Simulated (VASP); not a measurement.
Ir, 1 atom in the cell. It takes space group I4/mmm (No. 139, tetragonal). The conventional cell has a = 2.862 Å, b = 2.862 Å, c = 3.652 Å, α = 90.00°, β = 90.00°, γ = 90.00°. Ir (site symmetry 4/mmm) has 14 Ir at 2.73 to 3.65 Å within 3.7 Å. 

* Program: VASP 6.6.1
* Task: single point
* Functional: PBE
* Potentials or basis: VASP PAW PBE potentials, release 64 (Ir)
* Cutoff: 520 eV
* k mesh: 22 × 22 × 22
* Occupations: gaussian, width 0.15 eV
* Spin: no spin polarisation
* Dipole correction: no
* Further INCAR settings: ALGO = Normal; EDIFF = 1e-06; NBANDS = 10

Potentials or basis: VASP PAW PBE potentials, release 64 (Ir).

Run with:

```console
$ cat potpaw_PBE.64/Ir/POTCAR > POTCAR
$ mpirun -np 1 vasp_std > vasp.out
```

Hardware: 1 thread of Intel(R) Xeon(R) 6975P-C (Granite Rapids), on a shared host.

How long does it take, and how much memory?

Wall time 38 s on 1 thread of Intel(R) Xeon(R) 6975P-C (Granite Rapids) (shared host), peak memory 0.25 GiB. Counts: scf iterations 11, k points 834.
